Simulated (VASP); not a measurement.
Here is a VASP 6.6.1 calculation.

File INCAR:

```
PREC = Accurate
ENCUT = 520
EDIFF = 1E-6
ISMEAR = 0
SIGMA = 0.15
LREAL = F
LASPH = T
NELM = 80
ALGO = Fast
ISIF = 2
LWAVE = F
LCHARG = F
GGA = PE
NBANDS = 11
```

File KPOINTS:

```
regular mesh
0
Gamma
  20 20 20
```

POSCAR

```
Pd
1.0
    0.0000000000      1.9449000000      2.0032470000
    1.9449000000      0.0000000000      2.0032470000
    1.9449000000      1.9449000000      0.0000000000
Pd
1
Direct
    0.0000000000      0.0000000000      0.0000000000
```

Potentials or basis: VASP PAW PBE potentials, release 64 (Pd).

Command:

```bash
$ cat potpaw_PBE.64/Pd/POTCAR > POTCAR
$ mpirun -np 1 vasp_std > vasp.out
```

Problem. Estimate the pressure.

Solution. 1.8 GPa.

Problem. Estimate the band gap on the k mesh.

Solution. Zero (bands 5 and 6 overlap by 1.60 eV).

Stress tensor (GPa, compression positive):
```
2.31 0.00 0.00
0.00 2.31 0.00
0.00 0.00 0.64
```

Caveat: the cell differs from its parent crystal (strain +0.0300 x Voigt [0, 0, 1, 0, 0, 0]).
